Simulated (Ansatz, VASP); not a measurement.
**CsI: VASP beside Ansatz**

File INCAR:

```
SYSTEM = CsI
PREC = Accurate ; ENCUT = 400
EDIFF = 1E-8 ; ISMEAR = -1
SIGMA = 0.01 ; LREAL = .FALSE.
LASPH = .TRUE. ; NELM = 120
ALGO = Normal ; ISIF = 2
LWAVE = .FALSE. ; LCHARG = .FALSE.
GGA = CA ; LEFG = .TRUE.
NBANDS = 15 ; GGA_COMPAT = .FALSE.
```

The input KPOINTS:

```
regular mesh
0
G
  7 7 7
  0 0 0
```

POSCAR

```
CsI
1.0
    4.5667000000      0.0000000000      0.0000000000
    0.0000000000      4.5667000000      0.0000000000
    0.0000000000      0.0000000000      4.5667000000
Cs I
1 1
Direct
    0.0000000000      0.0000000000      0.0000000000
    0.5000000000      0.5000000000      0.5000000000
```

Input for Ansatz:

```yaml
crystal:
  lattice:
    - [4.5667, 0.0, 0.0]
    - [0.0, 4.5667, 0.0]
    - [0.0, 0.0, 4.5667]
  atoms:
    - { symbol: Cs, position: [0.0, 0.0, 0.0] }
    - { symbol: I, position: [0.5, 0.5, 0.5] }
kpoints:
  mp_grid: { grid: [7, 7, 7] }
  band_path:
    path:
      - [0.0, 0.0, 0.0]
      - [0.0, 0.5, 0.0]
      - [0.5, 0.5, 0.0]
      - [0.0, 0.0, 0.0]
      - [0.5, 0.5, 0.5]
      - [0.0, 0.5, 0.0]
      - [0.5, 0.5, 0.5]
      - [0.5, 0.5, 0.0]
    npoints: 14
scf:
  occupations: { method: fermi_dirac, width: 0.01 }
hamiltonian:
  xc: lda
  pseudopotentials: { kind: paw }
output:
  forces: true
  stress: true
  eigenvalues: true
  efg: { contact_densities: true }
  populations: true
  bader: true
  dos: { projected: true, de: 0.2, e_range: [-14, 8] }
  write_density: true
  write_potential: true
  elf: true
  volumetric_format: npy
```

Alike in both runs: task electric field gradients; functional LDA; k mesh 7 × 7 × 7; occupations fermi-dirac, width 0.01 eV; no spin polarisation.

|  | VASP | Ansatz |
| --- | --- | --- |
| version | VASP 6.6.1 | Ansatz 0.2.0 |
| potentials or method | VASP PAW LDA potentials, release 64 (Cs_sv, I) | PAW with Ansatz's default frozen-core files, scalar-relativistic |
| plane-wave cutoff (eV) | 400 | 420 |
| valence electrons in the cell | 16 | 26 |

|  | VASP | Ansatz | Ansatz less VASP |
| --- | --- | --- | --- |
| gap on the k mesh at the Fermi level (eV) | 3.56 | 3.56 | -0.008 |
| pressure (GPa) | -1.4 | -1.4 | -0.04 |

LDA's correlation is that of Perdew and Zunger in VASP and of Perdew and Wang (1992) in Ansatz. VASP's potentials hold 16 valence electrons a cell and Ansatz's 26, so a difference there can come from the potentials and not from the codes.

Spin-orbit coupling is off throughout.
